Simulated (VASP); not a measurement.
# SrO (P6_3mc) in VASP: notebook

Runs on SrO. Level: PBEsol. Tasks: single point.

All numbers are computed with VASP 6.6.1; they aren't measurements. Logs are shortened: lines on timing, memory, paths and dates and some standing lists are left out, and cuts for length are marked.

## 1. The cell of the first run

The structure is hexagonal, space group P6_3mc (No. 186). Conventional cell: a = 3.933 Å, b = 3.933 Å, c = 5.156 Å, α = 90.00°, β = 90.00°, γ = 120.00°. Within 3.0 Å of Sr (site symmetry 3m) lie 5 O at 2.27 to 2.58 Å. O (site symmetry 3m) has 5 Sr at 2.27 to 2.58 Å within 3.0 Å.

## 2. Single point, PBEsol (strain -0.080 along x and y, +0.000 along z)

INCAR reads:

```
SYSTEM = SrO
PREC = Accurate ; ENCUT = 520
EDIFF = 1E-6 ; ISMEAR = 0
SIGMA = 0.05 ; LREAL = .FALSE.
LASPH = .TRUE. ; NELM = 60
ALGO = Normal ; ISIF = 2
LWAVE = .FALSE. ; LCHARG = .FALSE.
GGA = PS ; NBANDS = 24
```

KPOINTS reads:

```
regular mesh
0
G
  6 6 6
  0 0 0
```

POSCAR reads:

```
SrO
1.0
    3.9334289643      0.0000000000      0.0000000000
   -1.9667144822      3.4064494071      0.0000000000
    0.0000000000      0.0000000000      5.1555949900
Sr O
2 2
Direct
    0.3333333333      0.6666666667      0.9381277000
    0.6666666667      0.3333333333      0.4381277000
    0.3333333333      0.6666666667      0.4368723000
    0.6666666667      0.3333333333      0.9368723000
```

Potentials or basis: VASP PAW PBE potentials, release 64 (Sr_sv, O).

Started as:

```
> cat potpaw_PBE.64/Sr_sv/POTCAR potpaw_PBE.64/O/POTCAR > POTCAR
> mpirun -np 1 vasp_std > vasp.out
```

OUTCAR:

```text
SYSTEM = SrO
   PREC = Accurate
   ENCUT = 520
   EDIFF = 1E-6
   ISMEAR = 0
   LREAL = .FALSE.
   LASPH = .TRUE.
   NELM = 60
   ISIF = 2
   GGA = PS

 ion  position               nearest neighbor table
   1  0.333  0.667  0.938-   4 2.27   4 2.27   4 2.27   3 2.57   3 2.58   2 3.44   2 3.44   2 3.44
                             2 3.44   2 3.44   2 3.44
   2  0.667  0.333  0.438-   3 2.27   3 2.27   3 2.27   4 2.57   4 2.58   1 3.44   1 3.44   1 3.44
                             1 3.44   1 3.44   1 3.44
   3  0.333  0.667  0.437-   2 2.27   2 2.27   2 2.27   1 2.57   1 2.58
   4  0.667  0.333  0.937-   1 2.27   1 2.27   1 2.27   2 2.57   2 2.58

  LATTYP: Found a hexagonal cell.
 ALAT       =     3.9334289643
 C/A-ratio  =     1.3107126217

  Lattice vectors:

 A1 = (   3.9334289643,   0.0000000000,   0.0000000000)
 A2 = (  -1.9667144822,   3.4064494071,   0.0000000000)
 A3 = (   0.0000000000,   0.0000000000,   5.1555949900)

Analysis of symmetry for initial positions (statically):
=====================================================================
 Subroutine PRICEL returns:
 Original cell was already a primitive cell.

 Routine SETGRP: Setting up the symmetry group for a
 hexagonal supercell.

 Subroutine GETGRP returns: Found 12 space group operations
 (whereof  6 operations were pure point group operations)
 out of a pool of 24 trial point group operations.

The static configuration has the point symmetry C_3v.
 The point group associated with its full space group is C_6v.

Analysis of symmetry for dynamics (positions and initial velocities):
=====================================================================
 Subroutine PRICEL returns:
 Original cell was already a primitive cell.

 Routine SETGRP: Setting up the symmetry group for a
 hexagonal supercell.

 Subroutine GETGRP returns: Found 12 space group operations
 (whereof  6 operations were pure point group operations)
 out of a pool of 24 trial point group operations.

The dynamic configuration has the point symmetry C_3v.
 The point group associated with its full space group is C_6v.

 Subroutine INISYM returns: Found 12 space group operations
 (whereof  6 operations are pure point group operations),
 and found     1 'primitive' translations

----------------------------------------------------------------------------------------

                                     Primitive cell

  volume of cell :      69.0800

  direct lattice vectors                    reciprocal lattice vectors
     3.933428964  0.000000000  0.000000000     0.254231107  0.146780398  0.000000000
    -1.966714482  3.406449407  0.000000000     0.000000000  0.293560796  0.000000000
     0.000000000  0.000000000  5.155594990     0.000000000  0.000000000  0.193964034

  length of vectors
     3.933428964  3.933428964  5.155594990     0.293560796  0.293560796  0.193964034

  position of ions in fractional coordinates (direct lattice)
     0.333333333  0.666666667  0.938127700
     0.666666667  0.333333333  0.438127700
     0.333333333  0.666666667  0.436872300
     0.666666667  0.333333333  0.936872300

  ion indices of the primitive-cell ions
   primitive index   ion index
                 1           1
                 2           2
                 3           3
                 4           4

----------------------------------------------------------------------------------------

 KPOINTS: regular mesh

Automatic generation of k-mesh.
 Grid dimensions read from file:
 generate k-points for:    6    6    6

 Generating k-lattice:

  Cartesian coordinates                     Fractional coordinates (reciprocal lattice)
     0.042371851  0.024463400  0.000000000     0.166666667  0.000000000  0.000000000
     0.000000000  0.048926799  0.000000000     0.000000000  0.166666667  0.000000000
     0.000000000  0.000000000  0.032327339     0.000000000  0.000000000  0.166666667

  Length of vectors
     0.048926799  0.048926799  0.032327339

  Shift w.r.t. Gamma in fractional coordinates (k-lattice)
     0.000000000  0.000000000  0.000000000

 Subroutine IBZKPT returns following result:
 ===========================================

 Found     28 irreducible k-points:

 Following reciprocal coordinates:
            Coordinates               Weight
  0.000000  0.000000  0.000000      1.000000
  0.166667  0.000000  0.000000      6.000000
  0.333333  0.000000  0.000000      6.000000
  0.500000 -0.000000  0.000000      3.000000
  0.166667  0.166667  0.000000      6.000000
  0.333333  0.166667  0.000000     12.000000
[... 16 lines left out ...]
  0.166667  0.000000  0.500000      6.000000
  0.333333  0.000000  0.500000      6.000000
 [... further k-points ...]
   k-points           NKPTS =     28   k-points in BZ     NKDIM =     28   number of bands    NBANDS=     24
   number of dos      NEDOS =    301   number of ions     NIONS =      4
   total plane-waves  NPLWV =  36000
   dimension x,y,z NGX =    30 NGY =   30 NGZ =   40
   dimension x,y,z NGXF=    60 NGYF=   60 NGZF=   80
   ions per type =               2   2
   NGX,Y,Z   is equivalent  to a cutoff of  12.68, 12.68, 12.90 a.u.
   NGXF,Y,Z  is equivalent  to a cutoff of  25.36, 25.36, 25.80 a.u.
 SYSTEM =  SrO
   PREC   = accura    normal or accurate (medium, high low for compatibility)
   ISTART =      0    job   : 0-new  1-cont  2-samecut
   ICHARG =      2    charge: 1-file 2-atom 10-const
   ISPIN  =      1    spin polarized calculation?
   LNONCOLLINEAR =      F non collinear calculations
   LSORBIT =      F    spin-orbit coupling
   LASPH  =      T    aspherical Exc in radial PAW
   ENCUT  =  520.0 eV  38.22 Ry    6.18 a.u.   7.31  7.31  9.59*2*pi/ulx,y,z
   NELM   =     60;   NELMIN=  2; NELMDL= -5     # of ELM steps
   EDIFF  = 0.1E-05   stopping-criterion for ELM
   LREAL  =      F    real-space projection
   EDIFFG = 0.1E-04   stopping-criterion for IOM
   NSW    =      0    number of steps for IOM
   IBRION =     -1    ionic relax: 0-MD 1-quasi-New 2-CG
   NFREE  =      0    steps in history (QN), initial steepest desc. (CG)
   ISIF   =      2    stress and relaxation
   ISYM   =      2    0-nonsym 1-usesym 2-fastsym
   POTIM  = 0.5000    time-step for ionic-motion
   TEBEG  =    0.0;   TEEND  =   0.0 temperature during run
   PSTRESS=    0.0 pullay stress
   NELECT =      32.0000    total number of electrons
   NUPDOWN=      -1.0000    fix difference up-down
   EMIN   =  10.00;   EMAX   =-10.00  energy-range for DOS
   EFERMI =   0.00;   METHOD = LEGACY
   ISMEAR =     0;   SIGMA  =   0.05  broadening in eV -4-tet -1-fermi 0-gaus
   EFERMI_NEDOS =   21; number of points for ismear=-14 and -15
   IALGO  =     38    algorithm
   IMIX   =      4    mixing-type and parameters
     AMIX     =   0.40;   BMIX     =  1.00
     AMIX_MAG =   1.60;   BMIX_MAG =  1.00
  volume/ion in A,a.u.               =      17.27       116.54
  Fermi-wavevector in a.u.,A,eV,Ry     =   1.266701  2.393718 21.830978  1.604532
  Thomas-Fermi vector in A             =   2.399888
   LORBIT       =      0    0 simple, 1 ext, 2 COOP (PROOUT), +10 PAW based schemes
   GGA     = PS    functional components
   LHFCALC =     F    Hartree Fock is set to
   AEXX    =    0.0000 exact exchange contribution
   IVDW    =     0    specifies the selected vdW correction
   LEPSILON=     F    determine dielectric tensor
   LRPA    =     F    only Hartree local field effects (RPA)
 non-spin polarized calculation
 Gauss-broadening in eV      SIGMA  =   0.05
  energy-cutoff  :      520.00
  volume of cell :       69.08
 maximum number of plane-waves:      1892
 NGX is ok and might be reduce to    30
   NGX = 15   NGY = 15   NGZ = 19

 number of electron      31.9999993 magnetization

 Free energy of the ion-electron system (eV)
  ---------------------------------------------------
  ext. energy  EPLUGINS =         0.00000000
  ---------------------------------------------------
  free energy    TOTEN  =       -24.34472682 eV

  energy without entropy =      -24.34472682  energy(sigma->0) =      -24.34472682

 E-fermi :   1.7820     XC(G=0):  -9.9431

 val. band max:        1.5517913688   @ k =   0.3333   0.3333   0.0000
 cond. band min:       4.3839063837   @ k =   0.0000   0.0000   0.0000
 fundamental gap:      2.8321150149
 Fermi energy:         1.7819983806

 k-point     1 :       0.0000    0.0000    0.0000
  band No.  band energies     occupation
      1     -30.3850      2.00000
      2     -30.1018      2.00000
      3     -13.9224      2.00000
      4     -13.8239      2.00000
      5     -13.3149      2.00000
      6     -12.5573      2.00000
[... 16 lines left out ...]
     23      11.0224      0.00000
     24      11.0224      0.00000

 k-point     2 :       0.1667    0.0000    0.0000
  band No.  band energies     occupation
      1     -30.3532      2.00000
      2     -30.1027      2.00000
      3     -14.5037      2.00000
      4     -14.3635      2.00000
      5     -13.2225      2.00000
      6     -12.6306      2.00000
[... 16 lines left out ...]
     23      10.8760      0.00000
     24      11.4943      0.00000

 k-point     3 :       0.3333    0.0000    0.0000
  band No.  band energies     occupation
      1     -30.2791      2.00000
      2     -30.1145      2.00000
      3     -15.1781      2.00000
      4     -15.0435      2.00000
      5     -12.9847      2.00000
      6     -12.7627      2.00000
[... 16 lines left out ...]
     23      10.9869      0.00000
     24      11.0195      0.00000
[... 514 lines left out ...]
 k-point    23 :       0.1667    0.0000    0.5000
  band No.  band energies     occupation
      1     -30.2281      2.00000
      2     -30.2281      2.00000
      3     -14.8151      2.00000
      4     -14.8151      2.00000
      5     -12.4139      2.00000
      6     -12.4139      2.00000
[... 16 lines left out ...]
     23      11.8223      0.00000
     24      11.8223      0.00000

 k-point    24 :       0.3333    0.0000    0.5000
  band No.  band energies     occupation
      1     -30.1955      2.00000
      2     -30.1955      2.00000
      3     -15.4036      2.00000
      4     -15.4036      2.00000
      5     -12.5040      2.00000
      6     -12.5040      2.00000
[... 16 lines left out ...]
     23      11.1435      0.00000
     24      11.1435      0.00000

 [... further k-points ...]

------------------------ aborting loop because EDIFF is reached ----------------------------------------

  FORCE on cell =-STRESS in cart. coord.  units (eV):
  Direction    XX          YY          ZZ          XY          YZ          ZX
  --------------------------------------------------------------------------------------
  -------------------------------------------------------------------------------------
  Total        9.2445110      9.2445110      2.4210467     -0.0000000      0.0000000      0.0000000
  in kB      214.4087379    214.4087379     56.1515447     -0.0000000      0.0000000      0.0000000
  external PRESSURE =     161.6563401 kB  Pullay stress =       0.0000000 kB

 VOLUME and BASIS-vectors are now :
 -----------------------------------------------------------------------------
  energy-cutoff  :      520.00
  volume of cell :       69.08
      direct lattice vectors                 reciprocal lattice vectors
     3.933428964  0.000000000  0.000000000     0.254231107  0.146780398  0.000000000
    -1.966714482  3.406449407  0.000000000     0.000000000  0.293560796  0.000000000
     0.000000000  0.000000000  5.155594990     0.000000000  0.000000000  0.193964034

 POSITION                                       TOTAL-FORCE (eV/Angst)
 -----------------------------------------------------------------------------------
     -0.00000      2.27097      4.83661        -0.000000     -0.000000     -0.001753
      1.96671      1.13548      2.25881        -0.000000      0.000000     -0.001753
     -0.00000      2.27097      2.25234         0.000000      0.000000      0.001753
      1.96671      1.13548      4.83013        -0.000000     -0.000000      0.001753
 -----------------------------------------------------------------------------------
    total drift:                               -0.000000      0.000000     -0.000001

  FREE ENERGIE OF THE ION-ELECTRON SYSTEM (eV)
  ---------------------------------------------------
  free  energy   TOTEN  =       -24.3447268241 eV

  energy  without entropy=      -24.3447268241  energy(sigma->0) =      -24.34472682
```

Wall time 1.7 min (1 thread of Intel Xeon 8259CL, shared host); peak memory 0.2 GiB.

What came out:

```
Free energy            : -24.3447 eV
Pressure               : 16.2 GPa
Band gap on the k mesh : 2.83 eV (least direct gap 3.13 eV)
```

Levels at points of the mesh, in eV from the valence-band top:
| k point | band 14 | band 15 | band 16 | band 17 | band 18 | band 19 |
| --- | --- | --- | --- | --- | --- | --- |
| (0.00, 0.00, 0.00) | -1.36 | -0.61 | -0.50 | 2.83 | 6.43 | 6.43 |
| (0.50, 0.00, 0.00) | -0.86 | -0.40 | -0.33 | 4.42 | 4.62 | 5.05 |
| (0.00, 0.00, 0.50) | -1.62 | -1.62 | -1.62 | 4.70 | 4.70 | 8.36 |
| (0.50, 0.00, 0.50) | -1.29 | -0.45 | -0.45 | 4.91 | 4.91 | 7.54 |

Caveat: the cell differs from its parent crystal (strain -0.080 along x and y, +0.000 along z); the cell stands under pressure; the PAW data sets were made with another functional, which shifts forces and pressure a little. A k mesh can miss the band edges.

## 3. Single point, PBEsol (strain -0.080 along x and y, +0.080 along z)

INCAR reads:

```
  PREC = Accurate
  ENCUT = 520
  EDIFF = 1E-6
  ISMEAR = 0
  SIGMA = 0.05
  LREAL = F
  LASPH = T
  NELM = 80
  ALGO = Normal
  ISIF = 2
  LWAVE = F
  LCHARG = T
  GGA = PS
  LELF = T
  LVHAR = T
  NBANDS = 24
```

KPOINTS reads:

```
Automatic mesh
0
Gamma
  6 6 6
```

Changes to POSCAR since step 2:

```diff
@@ -4,3 +4,3 @@
    -1.9667144822      3.4064494071      0.0000000000
-    0.0000000000      0.0000000000      5.1555949900
+    0.0000000000      0.0000000000      5.5680425892
 Sr O
```

Potentials or basis: VASP PAW PBE potentials, release 64 (Sr_sv, O).

Started as:

```
> cat potpaw_PBE.64/Sr_sv/POTCAR potpaw_PBE.64/O/POTCAR > POTCAR
> mpirun -np 1 vasp_std > vasp.out
```

Run time: 2 min. Hardware: 1 thread of Intel Xeon 8259CL, shared host; peak memory 0.2 GiB.

The run converged. Its results:

| Quantity | Value |
| --- | --- |
| Free energy | -24.3448 eV |
| Pressure | 10.0 GPa |
| Largest force | 0.016 eV/Å |
| Band gap on the k mesh | 2.41 eV (least direct gap 3.04 eV) |

Forces in eV/Å, atoms in the order of the input:
```
Sr   0.000  0.000  0.016
Sr   0.000  0.000  0.016
O    0.000  0.000 -0.016
O    0.000  0.000 -0.016
```

Stress tensor (GPa, compression positive):
```
17.06  0.00  0.00
 0.00 17.06  0.00
 0.00  0.00 -4.16
```

Levels at points of the mesh, in eV from the valence-band top:
```
           k point  band 12  band 13  band 14  band 15  band 16  band 17  band 18  band 19  band 20  band 21
(0.00, 0.00, 0.00)    -1.65    -1.44    -1.44    -1.04    -0.63     2.41     6.53     6.53     6.78     6.93
(0.50, 0.00, 0.00)    -1.26    -1.22    -1.21    -0.39    -0.38     4.37     4.47     5.13     6.21     7.51
(0.00, 0.00, 0.50)    -1.59    -1.59    -1.59    -1.53    -1.53     4.43     4.43     8.02     8.02     8.02
(0.50, 0.00, 0.50)    -2.02    -1.25    -1.25    -0.43    -0.43     4.68     4.68     7.13     7.13     7.85
```

Caveat: the cell differs from its parent crystal (strain -0.080 along x and y, +0.080 along z); the cell stands under pressure; the PAW data sets were made with another functional, which shifts forces and pressure a little.

## 4. Single point, PBEsol (strain +0.000 along x and y, -0.080 along z)

INCAR reads:

```
  PREC = Accurate
  ENCUT = 520
  EDIFF = 1E-6
  ISMEAR = 0
  SIGMA = 0.05
  LREAL = False
  LASPH = True
  NELM = 80
  ALGO = Normal
  ISIF = 2
  LWAVE = False
  LCHARG = True
  GGA = PS
  LELF = True
  LVHAR = True
  NBANDS = 24
```

KPOINTS reads:

```
regular mesh
0
Gamma
  6 6 6
```

POSCAR reads:

```
SrO
1.0
    4.2754662656      0.0000000000      0.0000000000
   -2.1377331328      3.7026623990      0.0000000000
    0.0000000000      0.0000000000      4.7431473908
Sr O
2 2
Direct
    0.3333333333      0.6666666667      0.9381277000
    0.6666666667      0.3333333333      0.4381277000
    0.3333333333      0.6666666667      0.4368723000
    0.6666666667      0.3333333333      0.9368723000
```

Started as:

```
> cat potpaw_PBE.64/Sr_sv/POTCAR potpaw_PBE.64/O/POTCAR > POTCAR
> mpirun -np 1 vasp_std > vasp.out
```

Wall time 100 s (1 thread of Intel Xeon 8259CL, shared host); peak memory 0.2 GiB.

The run converged. Its results:

* Free energy: -24.6891 eV
* Pressure: 7.7 GPa
* Largest force: 0.048 eV/Å
* Band gap on the k mesh: 2.27 eV

Forces on the atoms (eV/Å):
```
Sr   0.000  0.000 -0.048
Sr   0.000  0.000 -0.048
O    0.000  0.000  0.048
O    0.000  0.000  0.048
```

Stress tensor (GPa, compression positive):
```
 2.17  0.00  0.00
 0.00  2.17  0.00
 0.00  0.00 18.71
```

Levels at points of the mesh, in eV from the valence-band top:
```tsv
k point	band 13	band 14	band 15	band 16	band 17	band 18	band 19	band 20
(0.00, 0.00, 0.00)	-1.24	-1.24	-0.05	0.00	2.27	5.74	5.74	7.57
(0.50, 0.00, 0.00)	-0.73	-0.72	-0.20	-0.14	3.79	4.64	4.70	7.57
(0.00, 0.00, 0.50)	-1.62	-1.62	-1.62	-1.62	4.01	4.01	7.94	7.94
(0.50, 0.00, 0.50)	-1.45	-1.45	-0.96	-0.96	4.73	4.73	7.65	7.65
```

Caveat: the cell differs from its parent crystal (strain +0.000 along x and y, -0.080 along z); the cell stands under pressure; the PAW data sets were made with another functional, which shifts forces and pressure a little. A k mesh can miss the band edges.

## 5. Overview

```csv
cell,gap on the mesh (eV),pressure (GPa),largest force (eV/Å)
"a = 3.933, b = 3.933, c = 5.156 Å, angles 90.0, 90.0, 120.0°, 4 atoms",2.83,16.2,-
"a = 3.933, b = 3.933, c = 5.568 Å, angles 90.0, 90.0, 120.0°, 4 atoms",2.41,10.0,0.02
"a = 4.275, b = 4.275, c = 4.743 Å, angles 90.0, 90.0, 120.0°, 4 atoms",2.27,7.7,0.05
```

Alike in all rows: task single point; level PBEsol; potentials or basis VASP PAW PBE potentials, release 64 (Sr_sv, O); no spin polarisation; k mesh 6 × 6 × 6; cutoff (eV) 520; smearing gaussian 0.05 eV.

Caveats: the cell stands under pressure; the PAW data sets were made with another functional, which shifts forces and pressure a little.

Absolute energies hang on the potentials; compare differences alone.
